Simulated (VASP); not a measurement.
Write the native input for VASP 6.6.1 that does the following.

```
Task                   : single point
Functional             : PBEsol
Potentials or basis    : VASP PAW PBE potentials, release 64 (Cu, O)
Cutoff                 : 520 eV
k mesh                 : 9 × 9 × 9
Occupations            : fermi-dirac, width 0.05 eV
Spin                   : no spin polarisation
Dipole correction      : no
Further INCAR settings : ALGO = Normal; EDIFF = 1e-06; NBANDS = 30
```

The structure of Cu3O2 lies in POSCAR:

```
Cu3O2
1.0
   -1.9847828141      1.9847828141      3.6307117110
    1.9847828141     -1.9847828141      3.6307117110
    1.9847828141      1.9847828141     -3.6307117110
Cu O
3 2
Direct
    0.0000000000      0.0000000000      0.0000000000
    0.7500000000      0.2500000000      0.5000000000
    0.2500000000      0.7500000000      0.5000000000
    0.5000000000      0.0000000000      0.5000000000
    0.0000000000      0.5000000000      0.5000000000
```

These files were run (other wordings do the same):

INCAR

```
ALGO     = Normal         # electronic algorithm
EDIFF    = 1E-6           # SCF threshold, eV
ENCUT    = 520            # plane-wave cutoff, eV
GGA      = PS             # functional
ISIF     = 2              # what is computed and relaxed
ISMEAR   = -1             # smearing method
LASPH    = True           # aspherical terms in the spheres
LCHARG   = False          # write CHGCAR
LREAL    = False          # projectors in reciprocal space
LWAVE    = False          # write WAVECAR
NBANDS   = 30             # bands
NELM     = 100            # most SCF steps
PREC     = Accurate       # precision mode
SIGMA    = 0.05           # smearing width, eV
```

KPOINTS

```
k-points
0
Gamma
  9 9 9
```

Potentials or basis: VASP PAW PBE potentials, release 64 (Cu, O).

Launch:

```bash
$ cat potpaw_PBE.64/Cu/POTCAR potpaw_PBE.64/O/POTCAR > POTCAR
$ mpirun -np 1 vasp_std > vasp.out
```

Results of the run:

```
Pressure               : 0.9 GPa
Band gap on the k mesh : zero (an odd number of electrons rules out a gap without spin polarisation)
```

Caveat: the PAW data sets were made with another functional, which shifts forces and pressure a little.

Wall time 7.8 min on 1 thread of Intel Xeon 8259CL, with other jobs on the host, peak memory 0.24 GiB.
